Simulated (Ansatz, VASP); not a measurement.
**SnS2 in VASP and in Ansatz**

```xyz
3
Lattice="3.6653 0.0000 0.0000 -1.8326 3.1742 0.0000 0.0000 0.0000 22.9681" Properties=species:S:1:pos:R:3 pbc="T T T"
S     0.0000    2.1161   10.0000
S     1.8326    1.0581   12.9681
Sn    0.0000    0.0000   11.4840
```

Alike in both runs: functional PBE; dispersion D3(BJ); k mesh 9 × 9 × 1; occupations gaussian, width 0.05 eV; no spin polarisation.

Ansatz relaxed the structure, and its values are those at the end. VASP's run is a single point on that final structure, the one shown.

|  | VASP | Ansatz |
| --- | --- | --- |
| version | VASP 6.6.1 | Ansatz 0.2.0 |
| potentials or method | VASP PAW PBE potentials, release 64 (S, Sn_d), cutoff 400 eV | scalar-relativistic, plane waves, PAW |
| valence electrons in the cell | 26 | 26 |

```csv
,VASP,Ansatz,Ansatz less VASP
gap on the k mesh at the Fermi level (eV),1.63,1.64,+0.001
rms of the force components (eV/Å),0.003,0.001,-0.0023
```
